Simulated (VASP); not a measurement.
Input of a VASP 6.6.1 run:

File INCAR:

```
ALGO = Normal
EDIFF = 1E-7
ENCUT = 520
ISIF = 2
ISMEAR = -1
LASPH = True
LCHARG = True
LELF = True
LREAL = False
LVHAR = True
LWAVE = False
NBANDS = 17
NELM = 100
PREC = Accurate
SIGMA = 0.1
```

The input KPOINTS:

```
k-points
0
Gamma
  10 10 6
```

The input POSCAR:

```
Sr
1.0
    4.2613257950      0.0000000000      0.0000000000
   -2.1306628975      3.6904163923      0.0000000000
    0.0000000000      0.0000000000      6.9796480292
Sr
2
Direct
    0.3333333333      0.6666666667      0.2500000000
    0.6666666667      0.3333333333      0.7500000000
```

Potentials or basis: VASP PAW LDA potentials, release 64 (Sr_sv).

Run with:

```sh
$ cat potpaw_LDA.64/Sr_sv/POTCAR > POTCAR
$ mpirun -np 1 vasp_std > vasp.out
```

Question: Predict the band gap on the k mesh.

Answer: Zero (bands 10 and 11 overlap by 0.12 eV).

Question: Predict the pressure.

Answer: -1.3 GPa.
